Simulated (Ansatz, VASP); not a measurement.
## Two plane-wave programs on ZrS

File INCAR:

```
SYSTEM = ZrS
ALGO = Normal
EDIFF = 1E-6
ENCUT = 520
GGA = PS
ISIF = 2
ISMEAR = 0
LASPH = .True.
LCHARG = .False.
LREAL = .False.
LWAVE = .False.
NBANDS = 16
NELM = 60
PREC = Accurate
SIGMA = 0.15
```

The input KPOINTS:

```
k-points
0
Gamma
  16 16 16
  0 0 0
```

File POSCAR:

```
ZrS
1.0
    0.0000000000      2.7037500000      2.7037500000
    2.7037500000      0.0000000000      2.7037500000
    2.7037500000      2.7037500000      0.0000000000
Zr S
1 1
Direct
    0.0000000000      0.0000000000      0.0000000000
    0.5000000000      0.5000000000      0.5000000000
```

Input for Ansatz:

```yaml
crystal:
  lattice:
    - [0.0, 2.70375, 2.70375]
    - [2.70375, 0.0, 2.70375]
    - [2.70375, 2.70375, 0.0]
  atoms:
    - { symbol: Zr, position: [0.0, 0.0, 0.0] }
    - { symbol: S, position: [0.5, 0.5, 0.5] }
basis:
  ecutwfc: 420
kpoints:
  mp_grid: { grid: [16, 16, 16] }
hamiltonian:
  xc: pbesol
scf:
  occupations: { method: gaussian, width: 0.15 }
output:
  forces: true
  stress: true
  eigenvalues: true
```

Change from the starting cell: strain +0.030 along x and y, +0.030 along z, atoms carried along.

Alike in both runs: task single point; functional PBEsol; k mesh 16 × 16 × 16; occupations gaussian, width 0.15 eV; no spin polarisation.

|  | VASP | Ansatz |
| --- | --- | --- |
| version | VASP 6.6.1 | Ansatz 0.2.0 |
| potentials or method | VASP PAW PBE potentials, release 64 (Zr_sv, S), cutoff 520 eV | scalar-relativistic, plane waves, PAW |
| valence electrons in the cell | 18 | 18 |

```csv
,VASP,Ansatz,Ansatz less VASP
gap on the k mesh at the Fermi level (eV),none,none,-
pressure (GPa),-14.8,-14.9,-0.14
```

VASP's potentials were made for PBE, not for PBEsol. A gap of «none» marks a metal or a gap that the smearing closes. The functional is the same, so the differences come from potentials, cutoffs and numerics.
